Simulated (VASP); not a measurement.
A run of VASP 6.6.1 is set up as follows.

File INCAR:

```
  PREC = Accurate
  ENCUT = 500
  EDIFF = 1E-6
  ISMEAR = 0
  SIGMA = 0.1
  LREAL = F
  LASPH = T
  NELM = 120
  ALGO = Normal
  ISIF = 2
  LWAVE = F
  LCHARG = F
  GGA = PS
  NBANDS = 15
  GGA_COMPAT = F
```

The input KPOINTS:

```
Automatic mesh
0
Gamma
  6 6 6
```

POSCAR

```
KCl
1.0
    3.8391960000      0.0000000000      0.0000000000
    0.0000000000      3.8391960000      0.0000000000
    0.0000000000      0.0000000000      3.8391960000
K Cl
1 1
Direct
    0.0000000000      0.0000000000      0.0000000000
    0.5000000000      0.5000000000      0.5000000000
```

Potentials or basis: VASP PAW PBE potentials, release 64 (K_sv, Cl).

Command:

```bash
$ cat potpaw_PBE.64/K_sv/POTCAR potpaw_PBE.64/Cl/POTCAR > POTCAR
$ mpirun -np 1 vasp_std > vasp.out
```

Problem. Predict the band gap on the k mesh.

Solution. 4.62 eV (least direct gap 4.83 eV).

Problem. Estimate the pressure.

Solution. -1.4 GPa.

Caveat: the PAW data sets were made with another functional, which shifts forces and pressure a little. A k mesh can miss the band edges.
